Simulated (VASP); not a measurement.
# InSe (P6_3/mmc) in VASP: notebook

The runs below take InSe through band structure, with PBE, LDA.

All numbers are computed with VASP 6.6.1; they aren't measurements. Logs are shortened: lines on timing, memory, paths and dates and some standing lists are left out, and cuts for length are marked.

### 1 The cell of the first run

It takes space group P6_3/mmc (No. 194, hexagonal). Conventional cell: a = 4.033 Å, b = 4.033 Å, c = 16.758 Å, α = 90.00°, β = 90.00°, γ = 120.00°. In (site symmetry 3m) has 3 Se at 2.66 Å and 1 In at 2.79 Å within 3.5 Å. Within 3.5 Å of Se (site symmetry 3m) lie 3 In at 2.66 Å.

### 2 Band structure, PBE

File INCAR:

```
SYSTEM = InSe
PREC = Accurate
ENCUT = 520
EDIFF = 1E-6
ISMEAR = 0
SIGMA = 0.03
LREAL = .False.
LASPH = .True.
NELM = 80
ALGO = Fast
ISIF = 2
LWAVE = .False.
LCHARG = .False.
GGA = PE
NBANDS = 48
KPAR = 2
```

File KPOINTS:

```
Automatic mesh
0
Gamma
  9 9 2
  0 0 0
```

File POSCAR:

```
InSe                                    
1.0
    4.0325940883     -0.0000000000      0.0000000000
   -2.0162970441      3.4923289236      0.0000000000
    0.0000000000     -0.0000000000     16.7578863181
  In              Se            
     4     4
Direct
     0.3333333332999970    0.6666666667000030    0.1666317070947020
     0.6666666667000030    0.3333333332999970    0.6666317070947020
     0.3333333332999970    0.6666666667000030    0.3333682929052980
     0.6666666667000030    0.3333333332999970    0.8333682929052980
     0.3333333332999970    0.6666666667000030    0.5897259163387023
     0.6666666667000030    0.3333333332999970    0.0897259163387023
     0.3333333332999970    0.6666666667000030    0.9102740836612977
     0.6666666667000030    0.3333333332999970    0.4102740836612977
```

File KPOINTS_OPT:

```
explicit points
168
Reciprocal
 0.0000000000  0.0000000000  0.0000000000 1
 0.0555555556  0.0000000000  0.0000000000 1
 0.1111111111  0.0000000000  0.0000000000 1
 0.1666666667  0.0000000000  0.0000000000 1
 0.2222222222  0.0000000000  0.0000000000 1
 0.2777777778  0.0000000000  0.0000000000 1
[... 160 lines left out ...]
 0.5000000000  0.0000000000  0.0943072600 1
 0.5000000000  0.0000000000 -0.0943072600 1
```

Potentials or basis: VASP PAW PBE potentials, release 64 (In_d, Se).

Run with:

```sh
> cat potpaw_PBE.64/In_d/POTCAR potpaw_PBE.64/Se/POTCAR > POTCAR
> mpirun -np 2 vasp_std > vasp.out
```

OUTCAR:

```text
SYSTEM = InSe
   PREC = Accurate
   ENCUT = 520
   EDIFF = 1E-6
   ISMEAR = 0
   LREAL = .False.
   LASPH = .True.
   NELM = 80
   ISIF = 2
   GGA = PE

 ion  position               nearest neighbor table
   1  0.333  0.667  0.167-   6 2.66   6 2.66   6 2.66   3 2.79
   2  0.667  0.333  0.667-   5 2.66   5 2.66   5 2.66   4 2.79
   3  0.333  0.667  0.333-   8 2.66   8 2.66   8 2.66   1 2.79
   4  0.667  0.333  0.833-   7 2.66   7 2.66   7 2.66   2 2.79
   5  0.333  0.667  0.590-   2 2.66   2 2.66   2 2.66
   6  0.667  0.333  0.090-   1 2.66   1 2.66   1 2.66
   7  0.333  0.667  0.910-   4 2.66   4 2.66   4 2.66
   8  0.667  0.333  0.410-   3 2.66   3 2.66   3 2.66

  LATTYP: Found a hexagonal cell.
 ALAT       =     4.0325940883
 C/A-ratio  =     4.1556095037

  Lattice vectors:

 A1 = (   4.0325940883,   0.0000000000,   0.0000000000)
 A2 = (  -2.0162970441,   3.4923289236,   0.0000000000)
 A3 = (   0.0000000000,   0.0000000000,  16.7578863181)

Analysis of symmetry for initial positions (statically):
=====================================================================
 Subroutine PRICEL returns:
 Original cell was already a primitive cell.

 Routine SETGRP: Setting up the symmetry group for a
 hexagonal supercell.

 Subroutine GETGRP returns: Found 24 space group operations
 (whereof 12 operations were pure point group operations)
 out of a pool of 24 trial point group operations.

The static configuration has the point symmetry D_3d.
 The point group associated with its full space group is D_6h.

Analysis of symmetry for dynamics (positions and initial velocities):
=====================================================================
 Subroutine PRICEL returns:
 Original cell was already a primitive cell.

 Routine SETGRP: Setting up the symmetry group for a
 hexagonal supercell.

 Subroutine GETGRP returns: Found 24 space group operations
 (whereof 12 operations were pure point group operations)
 out of a pool of 24 trial point group operations.

The dynamic configuration has the point symmetry D_3d.
 The point group associated with its full space group is D_6h.

 Subroutine INISYM returns: Found 24 space group operations
 (whereof 12 operations are pure point group operations),
 and found     1 'primitive' translations

----------------------------------------------------------------------------------------

                                     Primitive cell

  volume of cell :     236.0037

  direct lattice vectors                    reciprocal lattice vectors
     4.032594088  0.000000000  0.000000000     0.247979335  0.143170936  0.000000000
    -2.016297044  3.492328924  0.000000000     0.000000000  0.286341872  0.000000000
     0.000000000  0.000000000 16.757886318     0.000000000  0.000000000  0.059673397

  length of vectors
     4.032594088  4.032594088 16.757886318     0.286341872  0.286341872  0.059673397

  position of ions in fractional coordinates (direct lattice)
     0.333333333  0.666666667  0.166631707
     0.666666667  0.333333333  0.666631707
     0.333333333  0.666666667  0.333368293
     0.666666667  0.333333333  0.833368293
     0.333333333  0.666666667  0.589725916
     0.666666667  0.333333333  0.089725916
     0.333333333  0.666666667  0.910274084
     0.666666667  0.333333333  0.410274084

  ion indices of the primitive-cell ions
   primitive index   ion index
                 1           1
                 2           2
                 3           3
                 4           4
                 5           5
                 6           6
                 7           7
                 8           8

----------------------------------------------------------------------------------------

 KPOINTS: Automatic mesh

Automatic generation of k-mesh.
 Grid dimensions read from file:
 generate k-points for:    9    9    2

 Generating k-lattice:

  Cartesian coordinates                     Fractional coordinates (reciprocal lattice)
     0.027553259  0.015907882  0.000000000     0.111111111 -0.000000000  0.000000000
     0.000000000  0.031815764  0.000000000     0.000000000  0.111111111  0.000000000
     0.000000000  0.000000000  0.029836698     0.000000000  0.000000000  0.500000000

  Length of vectors
     0.031815764  0.031815764  0.029836698

  Shift w.r.t. Gamma in fractional coordinates (k-lattice)
     0.000000000  0.000000000  0.000000000

 Subroutine IBZKPT returns following result:
 ===========================================

 Found     24 irreducible k-points:

 Following reciprocal coordinates:
            Coordinates               Weight
  0.000000  0.000000  0.000000      1.000000
  0.111111  0.000000  0.000000      6.000000
  0.222222 -0.000000  0.000000      6.000000
  0.333333  0.000000  0.000000      6.000000
  0.444444 -0.000000  0.000000      6.000000
  0.111111  0.111111  0.000000      6.000000
[... 16 lines left out ...]
  0.333333  0.222222  0.500000     12.000000
  0.333333  0.333333  0.500000      2.000000
   k-points           NKPTS =     24   k-points in BZ     NKDIM =     24   number of bands    NBANDS=     48
   number of dos      NEDOS =    301   number of ions     NIONS =      8
   total plane-waves  NPLWV = 113400
   dimension x,y,z NGX =    30 NGY =   30 NGZ =  126
   dimension x,y,z NGXF=    60 NGYF=   60 NGZF=  252
   ions per type =               4   4
   NGX,Y,Z   is equivalent  to a cutoff of  12.37, 12.37, 12.50 a.u.
   NGXF,Y,Z  is equivalent  to a cutoff of  24.74, 24.74, 25.00 a.u.
 SYSTEM =  InSe
   PREC   = accura    normal or accurate (medium, high low for compatibility)
   ISTART =      0    job   : 0-new  1-cont  2-samecut
   ICHARG =      2    charge: 1-file 2-atom 10-const
   ISPIN  =      1    spin polarized calculation?
   LNONCOLLINEAR =      F non collinear calculations
   LSORBIT =      F    spin-orbit coupling
   LASPH  =      T    aspherical Exc in radial PAW
   ENCUT  =  520.0 eV  38.22 Ry    6.18 a.u.   7.50  7.50 31.16*2*pi/ulx,y,z
   NELM   =     80;   NELMIN=  2; NELMDL= -5     # of ELM steps
   EDIFF  = 0.1E-05   stopping-criterion for ELM
   LREAL  =      F    real-space projection
   EDIFFG = 0.1E-04   stopping-criterion for IOM
   NSW    =      0    number of steps for IOM
   IBRION =     -1    ionic relax: 0-MD 1-quasi-New 2-CG
   NFREE  =      0    steps in history (QN), initial steepest desc. (CG)
   ISIF   =      2    stress and relaxation
   ISYM   =      2    0-nonsym 1-usesym 2-fastsym
   POTIM  = 0.5000    time-step for ionic-motion
   TEBEG  =    0.0;   TEEND  =   0.0 temperature during run
   PSTRESS=    0.0 pullay stress
   NELECT =      76.0000    total number of electrons
   NUPDOWN=      -1.0000    fix difference up-down
   EMIN   =  10.00;   EMAX   =-10.00  energy-range for DOS
   EFERMI =   0.00;   METHOD = LEGACY
   ISMEAR =     0;   SIGMA  =   0.03  broadening in eV -4-tet -1-fermi 0-gaus
   EFERMI_NEDOS =   21; number of points for ismear=-14 and -15
   IALGO  =     68    algorithm
   IMIX   =      4    mixing-type and parameters
     AMIX     =   0.40;   BMIX     =  1.00
     AMIX_MAG =   1.60;   BMIX_MAG =  1.00
  volume/ion in A,a.u.               =      29.50       199.08
  Fermi-wavevector in a.u.,A,eV,Ry     =   1.122121  2.120501 17.131854  1.259156
  Thomas-Fermi vector in A             =   2.258779
   LORBIT       =      0    0 simple, 1 ext, 2 COOP (PROOUT), +10 PAW based schemes
   GGA     = PE    functional components
   LHFCALC =     F    Hartree Fock is set to
   AEXX    =    0.0000 exact exchange contribution
   IVDW    =     0    specifies the selected vdW correction
   LEPSILON=     F    determine dielectric tensor
   LRPA    =     F    only Hartree local field effects (RPA)
 non-spin polarized calculation
 RMM-DIIS sequential band-by-band and
 Gauss-broadening in eV      SIGMA  =   0.03
  energy-cutoff  :      520.00
  volume of cell :      236.00
 maximum number of plane-waves:      6394
 NGX is ok and might be reduce to    30
   NGX = 15   NGY = 15   NGZ = 63

 number of electron      76.0000014 magnetization

 Free energy of the ion-electron system (eV)
  ---------------------------------------------------
  ext. energy  EPLUGINS =         0.00000000
  ---------------------------------------------------
  free energy    TOTEN  =       -28.32050116 eV

  energy without entropy =      -28.32050116  energy(sigma->0) =      -28.32050116

 E-fermi :   4.1849     XC(G=0):  -8.8751

 val. band max:        4.0122002330   @ k =   0.0000   0.0000   0.0000
 cond. band min:       4.3660435389   @ k =   0.0000   0.0000   0.0000
 fundamental gap:      0.3538433059
 Fermi energy:         4.1848553950

 k-point     1 :       0.0000    0.0000    0.0000
  band No.  band energies     occupation
      1     -10.7722      2.00000
      2     -10.7714      2.00000
      3     -10.5873      2.00000
      4     -10.5873      2.00000
      5     -10.5869      2.00000
      6     -10.5869      2.00000
[... 40 lines left out ...]
     47       9.0908      0.00000
     48       9.4041      0.00000

 k-point     2 :       0.1111    0.0000    0.0000
  band No.  band energies     occupation
      1     -10.7718      2.00000
      2     -10.7710      2.00000
      3     -10.6304      2.00000
      4     -10.6245      2.00000
      5     -10.5856      2.00000
      6     -10.5852      2.00000
[... 40 lines left out ...]
     47       8.7845      0.00000
     48       9.2764      0.00000

 k-point     3 :       0.2222   -0.0000    0.0000
  band No.  band energies     occupation
      1     -10.7859      2.00000
      2     -10.7837      2.00000
      3     -10.7003      2.00000
      4     -10.6907      2.00000
      5     -10.6508      2.00000
      6     -10.6381      2.00000
[... 1060 lines left out ...]
     47       8.9838      0.00000
     48       8.9838      0.00000

 k-point    24 :       0.3333    0.3333    0.5000
  band No.  band energies     occupation
      1     -10.8827      2.00000
      2     -10.8827      2.00000
      3     -10.7882      2.00000
      4     -10.7882      2.00000
      5     -10.7132      2.00000
      6     -10.7132      2.00000
[... 40 lines left out ...]
     47       9.6083      0.00000
     48       9.6092      0.00000

------------------------ aborting loop because EDIFF is reached ----------------------------------------

  FORCE on cell =-STRESS in cart. coord.  units (eV):
  Direction    XX          YY          ZZ          XY          YZ          ZX
  --------------------------------------------------------------------------------------
  -------------------------------------------------------------------------------------
  Total        2.4996570      2.4996570      2.6552787      0.0000000      0.0000000     -0.0000000
  in kB       16.9696198     16.9696198     18.0261009      0.0000000      0.0000000     -0.0000000
  external PRESSURE =      17.3217801 kB  Pullay stress =       0.0000000 kB

 VOLUME and BASIS-vectors are now :
 -----------------------------------------------------------------------------
  energy-cutoff  :      520.00
  volume of cell :      236.00
      direct lattice vectors                 reciprocal lattice vectors
     4.032594088  0.000000000  0.000000000     0.247979335  0.143170936  0.000000000
    -2.016297044  3.492328924  0.000000000     0.000000000  0.286341872  0.000000000
     0.000000000  0.000000000 16.757886318     0.000000000  0.000000000  0.059673397

 POSITION                                       TOTAL-FORCE (eV/Angst)
 -----------------------------------------------------------------------------------
     -0.00000      2.32822      2.79240         0.000000     -0.000000     -0.004408
      2.01630      1.16411     11.17134        -0.000000     -0.000000     -0.004408
     -0.00000      2.32822      5.58655         0.000000     -0.000000      0.004408
      2.01630      1.16411     13.96549         0.000000      0.000000      0.004408
     -0.00000      2.32822      9.88256         0.000000      0.000000      0.018322
      2.01630      1.16411      1.50362        -0.000000      0.000000      0.018322
     -0.00000      2.32822     15.25427        -0.000000      0.000000     -0.018322
      2.01630      1.16411      6.87533        -0.000000      0.000000     -0.018322
 -----------------------------------------------------------------------------------
    total drift:                               -0.000000      0.000000      0.000000

  FREE ENERGIE OF THE ION-ELECTRON SYSTEM (eV)
  ---------------------------------------------------
  free  energy   TOTEN  =       -28.3205011606 eV

  energy  without entropy=      -28.3205011606  energy(sigma->0) =      -28.32050116
```

Run time: 13 min. Hardware: 2 MPI ranks of Intel Xeon Platinum 8559C (Emerald Rapids), shared host; peak memory 0.58 GiB.

What came out:

| Quantity | Value |
| --- | --- |
| Free energy | -28.3205 eV |
| Pressure | 1.7 GPa |
| Largest force | 0.018 eV/Å |
| Band gap on the k mesh | 0.35 eV |
| Band gap along the path | 0.35 eV |

Forces on the atoms (eV/Å):
```
In   0.000  0.000 -0.004
In   0.000  0.000 -0.004
In   0.000  0.000  0.004
In   0.000  0.000  0.004
Se   0.000  0.000  0.018
Se   0.000  0.000  0.018
Se   0.000  0.000 -0.018
Se   0.000  0.000 -0.018
```

Levels at the corners of the path, in eV from the valence-band top:
```
point  band 36  band 37  band 38  band 39  band 40  band 41
    Γ    -1.09    -1.09     0.00     0.35     1.73     2.12
    M    -2.06    -1.97    -1.34     1.11     1.21     1.93
    M    -2.06    -1.97    -1.34     1.11     1.21     1.93
    K    -2.11    -1.68    -1.68     1.50     2.09     2.40
    K    -2.11    -1.68    -1.68     1.50     2.09     2.40
    Γ    -1.09    -1.09     0.00     0.35     1.73     2.12
    Γ    -1.09    -1.09     0.00     0.35     1.73     2.12
    A    -1.12    -0.92    -0.92     1.22     1.22     2.13
    A    -1.12    -0.92    -0.92     1.22     1.22     2.13
    L    -2.04    -1.71    -1.71     1.46     1.46     1.58
    L    -2.04    -1.71    -1.71     1.46     1.46     1.58
    H    -2.40    -1.52    -1.52     1.75     1.75     2.26
    H    -2.40    -1.52    -1.52     1.75     1.75     2.26
    A    -1.12    -0.92    -0.92     1.22     1.22     2.13
    L    -2.04    -1.71    -1.71     1.46     1.46     1.58
    M    -2.06    -1.97    -1.34     1.11     1.21     1.93
    K    -2.11    -1.68    -1.68     1.50     2.09     2.40
    H    -2.40    -1.52    -1.52     1.75     1.75     2.26
```

Caveat: spin-orbit coupling is left out, which moves the levels of the heavy elements; this functional lacks dispersion, which binds the layers, so the pressure and a relaxed spacing across them are unreliable.

### 3 Band structure, LDA

Changes to INCAR since step 2:

```diff
@@ -13,3 +13,2 @@
 LCHARG = .False.
-GGA = PE
 NBANDS = 48
```

KPOINTS is that of step 2.

POSCAR is that of step 2.

KPOINTS_OPT is that of step 2.

Potentials or basis: VASP PAW LDA potentials, release 64 (In_d, Se).

Run with:

```sh
> cat potpaw_LDA.64/In_d/POTCAR potpaw_LDA.64/Se/POTCAR > POTCAR
> mpirun -np 2 vasp_std > vasp.out
```

It took 13 min on 2 MPI ranks of Intel Xeon Platinum 8559C (Emerald Rapids), shared host; peak memory 0.5 GiB.

The run converged. Its results:

```yaml
Free_energy: -33.2482 eV
Pressure: -2.3 GPa
Largest_force: 0.299 eV/Å
Band_gap_on_the_k_mesh: 0.16 eV
Band_gap_along_the_path: 0.16 eV
```

Forces in eV/Å, atoms in the order of the input:
```
In   0.000  0.000 -0.103
In   0.000  0.000 -0.103
In   0.000  0.000  0.103
In   0.000  0.000  0.103
Se   0.000  0.000  0.299
Se   0.000  0.000  0.299
Se   0.000  0.000 -0.299
Se   0.000  0.000 -0.299
```

Levels at the corners of the path, in eV from the valence-band top:
```tsv
point	band 36	band 37	band 38	band 39	band 40	band 41
Γ	-1.08	-1.08	0.00	0.16	1.62	1.95
M	-2.07	-1.97	-1.37	0.95	1.10	1.82
M	-2.07	-1.97	-1.37	0.95	1.10	1.82
K	-2.12	-1.71	-1.71	1.41	2.04	2.29
K	-2.12	-1.71	-1.71	1.41	2.04	2.29
Γ	-1.08	-1.08	0.00	0.16	1.62	1.95
Γ	-1.08	-1.08	0.00	0.16	1.62	1.95
A	-1.12	-0.99	-0.99	1.09	1.09	1.97
A	-1.12	-0.99	-0.99	1.09	1.09	1.97
L	-2.05	-1.75	-1.75	1.33	1.33	1.47
L	-2.05	-1.75	-1.75	1.33	1.33	1.47
H	-2.43	-1.54	-1.54	1.67	1.67	2.14
H	-2.43	-1.54	-1.54	1.67	1.67	2.14
A	-1.12	-0.99	-0.99	1.09	1.09	1.97
L	-2.05	-1.75	-1.75	1.33	1.33	1.47
M	-2.07	-1.97	-1.37	0.95	1.10	1.82
K	-2.12	-1.71	-1.71	1.41	2.04	2.29
H	-2.43	-1.54	-1.54	1.67	1.67	2.14
```

Caveat: spin-orbit coupling is left out, which moves the levels of the heavy elements.
